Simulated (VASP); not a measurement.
# Sm2Si (P4/mmm) in VASP: a series of runs

Sm2Si is run at these levels: PBE; tasks: single point.

Program: VASP 6.6.1. These are calculated values, not measurements. Logs are shortened: lines on timing, memory, paths and dates and some standing lists are left out, and cuts for length are marked.

**1. The cell of the first run**

The structure is tetragonal, space group P4/mmm (No. 123). The conventional cell has a = 4.569 Å, b = 4.569 Å, c = 3.993 Å, α = 90.00°, β = 90.00°, γ = 90.00°. Sm (site symmetry mmm) has 2 Si at 2.28 Å within 3.0 Å. Within 3.0 Å of Si (site symmetry 4/mmm) lie 4 Sm at 2.28 Å.

The cell was built from a structure type or drawn by symmetry, and may not be a known phase.

**2. Single point, PBE**

INCAR

```
  PREC = Accurate
  ENCUT = 500
  EDIFF = 1E-6
  ISMEAR = 0
  SIGMA = 0.1
  LREAL = F
  LASPH = T
  NELM = 200
  ALGO = Normal
  ISIF = 2
  LWAVE = F
  LCHARG = F
  GGA = PE
  NBANDS = 20
  GGA_COMPAT = F
  LMAXMIX = 6
```

KPOINTS

```
Automatic mesh
0
Gamma
  4 4 4
```

POSCAR

```
Sm2Si
1.0
    4.5693163700      0.0000000000      0.0000000000
    0.0000000000      4.5693163700      0.0000000000
    0.0000000000      0.0000000000      3.9927338800
Sm Si
2 1
Direct
    0.0000000000      0.5000000000      0.0000000000
    0.5000000000      0.0000000000      0.0000000000
    0.0000000000      0.0000000000      0.0000000000
```

Potentials or basis: VASP PAW PBE potentials, release 64 (Sm_3, Si), 4f in core.

Launch:

```bash
$ cat potpaw_PBE.64/Sm_3/POTCAR potpaw_PBE.64/Si/POTCAR > POTCAR
$ mpirun -np 1 vasp_std > vasp.out
```

OUTCAR:

```text
PREC = Accurate
   ENCUT = 500
   EDIFF = 1E-6
   ISMEAR = 0
   LREAL = F
   LASPH = T
   NELM = 200
   ISIF = 2
   GGA = PE

 ion  position               nearest neighbor table
   1  0.000  0.500  0.000-   3 2.28   3 2.28   2 3.23   2 3.23   2 3.23   2 3.23
   2  0.500  0.000  0.000-   3 2.28   3 2.28   1 3.23   1 3.23   1 3.23   1 3.23
   3  0.000  0.000  0.000-   1 2.28   2 2.28   1 2.28   2 2.28

  LATTYP: Found a simple tetragonal cell.
 ALAT       =     4.5693163700
 C/A-ratio  =     0.8738142769

  Lattice vectors:

 A1 = (   4.5693163700,   0.0000000000,   0.0000000000)
 A2 = (   0.0000000000,   4.5693163700,   0.0000000000)
 A3 = (   0.0000000000,   0.0000000000,   3.9927338800)

Analysis of symmetry for initial positions (statically):
=====================================================================
 Subroutine PRICEL returns:
 Original cell was already a primitive cell.

 Routine SETGRP: Setting up the symmetry group for a
 simple tetragonal supercell.

 Subroutine GETGRP returns: Found 16 space group operations
 (whereof 16 operations were pure point group operations)
 out of a pool of 16 trial point group operations.

The static configuration has the point symmetry D_4h.

Analysis of symmetry for dynamics (positions and initial velocities):
=====================================================================
 Subroutine PRICEL returns:
 Original cell was already a primitive cell.

 Routine SETGRP: Setting up the symmetry group for a
 simple tetragonal supercell.

 Subroutine GETGRP returns: Found 16 space group operations
 (whereof 16 operations were pure point group operations)
 out of a pool of 16 trial point group operations.

The dynamic configuration has the point symmetry D_4h.

 Subroutine INISYM returns: Found 16 space group operations
 (whereof 16 operations are pure point group operations),
 and found     1 'primitive' translations

----------------------------------------------------------------------------------------

                                     Primitive cell

  volume of cell :      83.3629

  direct lattice vectors                    reciprocal lattice vectors
     4.569316370  0.000000000  0.000000000     0.218851119  0.000000000  0.000000000
     0.000000000  4.569316370  0.000000000     0.000000000  0.218851119  0.000000000
     0.000000000  0.000000000  3.992733880     0.000000000  0.000000000  0.250454959

  length of vectors
     4.569316370  4.569316370  3.992733880     0.218851119  0.218851119  0.250454959

  position of ions in fractional coordinates (direct lattice)
     0.000000000  0.500000000  0.000000000
     0.500000000  0.000000000  0.000000000
     0.000000000  0.000000000  0.000000000

  ion indices of the primitive-cell ions
   primitive index   ion index
                 1           1
                 2           2
                 3           3

----------------------------------------------------------------------------------------

 KPOINTS: Automatic mesh

Automatic generation of k-mesh.
 Grid dimensions read from file:
 generate k-points for:    4    4    4

 Generating k-lattice:

  Cartesian coordinates                     Fractional coordinates (reciprocal lattice)
     0.054712780  0.000000000  0.000000000     0.250000000  0.000000000  0.000000000
     0.000000000  0.054712780  0.000000000     0.000000000  0.250000000  0.000000000
     0.000000000  0.000000000  0.062613740     0.000000000  0.000000000  0.250000000

  Length of vectors
     0.054712780  0.054712780  0.062613740

  Shift w.r.t. Gamma in fractional coordinates (k-lattice)
     0.000000000  0.000000000  0.000000000

 Subroutine IBZKPT returns following result:
 ===========================================

 Found     18 irreducible k-points:

 Following reciprocal coordinates:
            Coordinates               Weight
  0.000000  0.000000  0.000000      1.000000
  0.250000  0.000000  0.000000      4.000000
  0.500000  0.000000  0.000000      2.000000
  0.250000  0.250000  0.000000      4.000000
  0.500000  0.250000  0.000000      4.000000
  0.500000  0.500000  0.000000      1.000000
[... 10 lines left out ...]
  0.500000  0.250000  0.500000      4.000000
  0.500000  0.500000  0.500000      1.000000
   k-points           NKPTS =     18   k-points in BZ     NKDIM =     18   number of bands    NBANDS=     20
   number of dos      NEDOS =    301   number of ions     NIONS =      3
   total plane-waves  NPLWV =  38880
   dimension x,y,z NGX =    36 NGY =   36 NGZ =   30
   dimension x,y,z NGXF=    72 NGYF=   72 NGZF=   60
   ions per type =               2   1
   NGX,Y,Z   is equivalent  to a cutoff of  13.10, 13.10, 12.49 a.u.
   NGXF,Y,Z  is equivalent  to a cutoff of  26.20, 26.20, 24.98 a.u.
 SYSTEM =  unknown system
   PREC   = accura    normal or accurate (medium, high low for compatibility)
   ISTART =      0    job   : 0-new  1-cont  2-samecut
   ICHARG =      2    charge: 1-file 2-atom 10-const
   ISPIN  =      1    spin polarized calculation?
   LNONCOLLINEAR =      F non collinear calculations
   LSORBIT =      F    spin-orbit coupling
   LASPH  =      T    aspherical Exc in radial PAW
   ENCUT  =  500.0 eV  36.75 Ry    6.06 a.u.   8.33  8.33  7.28*2*pi/ulx,y,z
   NELM   =    200;   NELMIN=  2; NELMDL= -5     # of ELM steps
   EDIFF  = 0.1E-05   stopping-criterion for ELM
   LREAL  =      F    real-space projection
   EDIFFG = 0.1E-04   stopping-criterion for IOM
   NSW    =      0    number of steps for IOM
   IBRION =     -1    ionic relax: 0-MD 1-quasi-New 2-CG
   NFREE  =      0    steps in history (QN), initial steepest desc. (CG)
   ISIF   =      2    stress and relaxation
   ISYM   =      2    0-nonsym 1-usesym 2-fastsym
   POTIM  = 0.5000    time-step for ionic-motion
   TEBEG  =    0.0;   TEEND  =   0.0 temperature during run
   PSTRESS=    0.0 pullay stress
   NELECT =      26.0000    total number of electrons
   NUPDOWN=      -1.0000    fix difference up-down
   EMIN   =  10.00;   EMAX   =-10.00  energy-range for DOS
   EFERMI =   0.00;   METHOD = LEGACY
   ISMEAR =     0;   SIGMA  =   0.10  broadening in eV -4-tet -1-fermi 0-gaus
   EFERMI_NEDOS =   21; number of points for ismear=-14 and -15
   IALGO  =     38    algorithm
   IMIX   =      4    mixing-type and parameters
     AMIX     =   0.40;   BMIX     =  1.00
     AMIX_MAG =   1.60;   BMIX_MAG =  1.00
  volume/ion in A,a.u.               =      27.79       187.52
  Fermi-wavevector in a.u.,A,eV,Ry     =   1.110218  2.098008 16.770329  1.232584
  Thomas-Fermi vector in A             =   2.246767
   LORBIT       =      0    0 simple, 1 ext, 2 COOP (PROOUT), +10 PAW based schemes
   GGA     = PE    functional components
   LHFCALC =     F    Hartree Fock is set to
   AEXX    =    0.0000 exact exchange contribution
   IVDW    =     0    specifies the selected vdW correction
   LEPSILON=     F    determine dielectric tensor
   LRPA    =     F    only Hartree local field effects (RPA)
 non-spin polarized calculation
 Gauss-broadening in eV      SIGMA  =   0.10
  energy-cutoff  :      500.00
  volume of cell :       83.36
 maximum number of plane-waves:      2166
 NGX is ok and might be reduce to    36
   NGX = 17   NGY = 17   NGZ = 15

 number of electron      26.0000003 magnetization

 Free energy of the ion-electron system (eV)
  ---------------------------------------------------
  ext. energy  EPLUGINS =         0.00000000
  ---------------------------------------------------
  free energy    TOTEN  =        -7.90065951 eV

  energy without entropy =       -7.88536520  energy(sigma->0) =       -7.89301236

 E-fermi :   3.5055     XC(G=0):  -9.5458

 val. band max:        3.4834823141   @ k =   0.2500   0.0000   0.2500
 cond. band min:       3.5631552574   @ k =   0.0000   0.0000   0.2500
 fundamental gap:      0.0796729433
 Fermi energy:         3.5055263819

 k-point     1 :       0.0000    0.0000    0.0000
  band No.  band energies     occupation
      1     -37.2061      2.00000
      2     -36.9246      2.00000
      3     -17.7123      2.00000
      4     -17.7123      2.00000
      5     -16.6199      2.00000
      6     -16.2841      2.00000
[... 12 lines left out ...]
     19       7.3999      0.00000
     20       8.3977      0.00000

 k-point     2 :       0.2500    0.0000    0.0000
  band No.  band energies     occupation
      1     -37.1639      2.00000
      2     -36.9648      2.00000
      3     -17.6647      2.00000
      4     -17.5868      2.00000
      5     -16.5700      2.00000
      6     -16.4070      2.00000
[... 12 lines left out ...]
     19       7.7394      0.00000
     20       7.8267      0.00000

 k-point     3 :       0.5000    0.0000    0.0000
  band No.  band energies     occupation
      1     -37.0662      2.00000
      2     -37.0604      2.00000
      3     -17.5959      2.00000
      4     -17.4145      2.00000
      5     -16.6271      2.00000
      6     -16.5874      2.00000
[... 12 lines left out ...]
     19       6.7125      0.00000
     20       6.9844      0.00000

 k-point     4 :       0.2500    0.2500    0.0000
  band No.  band energies     occupation
      1     -37.1330      2.00000
      2     -36.9922      2.00000
      3     -18.0580      2.00000
      4     -17.0874      2.00000
      5     -16.8836      2.00000
      6     -16.5332      2.00000
[... 12 lines left out ...]
     19       6.8133      0.00000
     20       8.7844      0.00000

 k-point     5 :       0.5000    0.2500    0.0000
  band No.  band energies     occupation
      1     -37.0623      2.00000
      2     -37.0594      2.00000
      3     -18.2186      2.00000
      4     -17.1195      2.00000
      5     -16.7815      2.00000
      6     -16.4481      2.00000
[... 12 lines left out ...]
     19       6.9534      0.00000
     20       8.3168      0.00000

 k-point     6 :       0.5000    0.5000    0.0000
  band No.  band energies     occupation
      1     -37.0584      2.00000
      2     -37.0584      2.00000
      3     -18.5060      2.00000
      4     -17.3249      2.00000
      5     -16.4844      2.00000
      6     -16.4440      2.00000
[... 12 lines left out ...]
     19       8.5175      0.00000
     20       8.6981      0.00000

 k-point     7 :       0.0000    0.0000    0.2500
  band No.  band energies     occupation
      1     -37.2014      2.00000
      2     -36.9206      2.00000
      3     -17.7011      2.00000
      4     -17.7011      2.00000
      5     -16.7290      2.00000
      6     -16.3668      2.00000
[... 12 lines left out ...]
     19       7.5601      0.00000
     20       7.7684      0.00000
[... 139 lines left out ...]
 k-point    14 :       0.2500    0.0000    0.5000
  band No.  band energies     occupation
      1     -37.1547      2.00000
      2     -36.9565      2.00000
      3     -17.6409      2.00000
      4     -17.5655      2.00000
      5     -16.7768      2.00000
      6     -16.5028      2.00000
[... 12 lines left out ...]
     19       7.9972      0.00000
     20       8.0312      0.00000

 k-point    15 :       0.5000    0.0000    0.5000
  band No.  band energies     occupation
      1     -37.0575      2.00000
      2     -37.0517      2.00000
      3     -17.5709      2.00000
      4     -17.3954      2.00000
      5     -16.6409      2.00000
      6     -16.6356      2.00000
[... 12 lines left out ...]
     19       8.4173      0.00000
     20       8.9771      0.00000

 k-point    16 :       0.2500    0.2500    0.5000
  band No.  band energies     occupation
      1     -37.1240      2.00000
      2     -36.9838      2.00000
      3     -18.0306      2.00000
      4     -17.0700      2.00000
      5     -16.8608      2.00000
      6     -16.7337      2.00000
[... 12 lines left out ...]
     19       7.7527      0.00000
     20       8.5374      0.00000

 k-point    17 :       0.5000    0.2500    0.5000
  band No.  band energies     occupation
      1     -37.0536      2.00000
      2     -37.0507      2.00000
      3     -18.1890      2.00000
      4     -17.0941      2.00000
      5     -16.7673      2.00000
      6     -16.6350      2.00000
[... 12 lines left out ...]
     19       8.6969      0.00000
     20       8.7082      0.00000

 k-point    18 :       0.5000    0.5000    0.5000
  band No.  band energies     occupation
      1     -37.0497      2.00000
      2     -37.0497      2.00000
      3     -18.4737      2.00000
      4     -17.2973      2.00000
      5     -16.6290      2.00000
      6     -16.6290      2.00000
[... 12 lines left out ...]
     19       7.9040      0.00000
     20       8.6076      0.00000

------------------------ aborting loop because EDIFF is reached ----------------------------------------

  FORCE on cell =-STRESS in cart. coord.  units (eV):
  Direction    XX          YY          ZZ          XY          YZ          ZX
  --------------------------------------------------------------------------------------
  -------------------------------------------------------------------------------------
  Total       28.2177365     28.2177365     -2.0058864      0.0000000     -0.0000000     -0.0000000
  in kB      542.3253847    542.3253847    -38.5517496      0.0000000     -0.0000000     -0.0000000
  external PRESSURE =     348.6996733 kB  Pullay stress =       0.0000000 kB

 VOLUME and BASIS-vectors are now :
 -----------------------------------------------------------------------------
  energy-cutoff  :      500.00
  volume of cell :       83.36
      direct lattice vectors                 reciprocal lattice vectors
     4.569316370  0.000000000  0.000000000     0.218851119  0.000000000  0.000000000
     0.000000000  4.569316370  0.000000000     0.000000000  0.218851119  0.000000000
     0.000000000  0.000000000  3.992733880     0.000000000  0.000000000  0.250454959

 POSITION                                       TOTAL-FORCE (eV/Angst)
 -----------------------------------------------------------------------------------
      0.00000      2.28466      0.00000         0.000000      0.000000      0.000000
      2.28466      0.00000      0.00000         0.000000      0.000000      0.000000
      0.00000      0.00000      0.00000         0.000000      0.000000      0.000000
 -----------------------------------------------------------------------------------
    total drift:                                0.000000      0.000000     -0.000000

  FREE ENERGIE OF THE ION-ELECTRON SYSTEM (eV)
  ---------------------------------------------------
  free  energy   TOTEN  =        -7.9006595117 eV

  energy  without entropy=       -7.8853652036  energy(sigma->0) =       -7.89301236
```

Wall time 12 s (1 thread of Intel Xeon 6975P-C (Granite Rapids), shared host); peak memory 0.19 GiB.

Results:

```yaml
Free_energy: -7.9007 eV
Pressure: 34.9 GPa
Band_gap_on_the_k_mesh: zero (bands 13 and 14 overlap by 1.68 eV)
```

Caveat: the k points lie up to 0.39 Å⁻¹ apart, too coarse for converged energies and pressures of a metal; spin-orbit coupling is left out, which moves the levels of the heavy elements; the 4f electrons are frozen in the core, so they carry no moment and show no levels.

(Part 1 of 2 ends here.)
